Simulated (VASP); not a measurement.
A run of VASP 6.6.1:

Contents of INCAR:

```
ALGO = Normal ; EDIFF = 1E-7
ENCUT = 520 ; GGA = CA
ISIF = 2 ; ISMEAR = 0
LASPH = True ; LCHARG = False
LREAL = False ; LWAVE = False
NBANDS = 16 ; NELM = 60
PREC = Accurate ; SIGMA = 0.05
```

The input KPOINTS:

```
k-points
0
Gamma
  8 8 8
```

Contents of POSCAR:

```
HgTe
1.0
    0.0000000000      3.2178525649      3.2178525649
    3.2178525649      0.0000000000      3.2178525649
    3.2178525649      3.2178525649      0.0000000000
Hg Te
1 1
Direct
    0.0000000000      0.0000000000      0.0000000000
    0.2500000000      0.2500000000      0.2500000000
```

Potentials or basis: VASP PAW LDA potentials, release 64 (Hg, Te).

Launch:

```bash
$ cat potpaw_LDA.64/Hg/POTCAR potpaw_LDA.64/Te/POTCAR > POTCAR
$ mpirun -np 1 vasp_std > vasp.out
```

Hardware: 1 thread of Intel Xeon 8259CL (shared host).

Task: Estimate the wall time of this run.

Result: It took 44 s on 1 thread of Intel Xeon 8259CL (shared host), peak memory 0.18 GiB. Counts: scf iterations 13, k points 29.
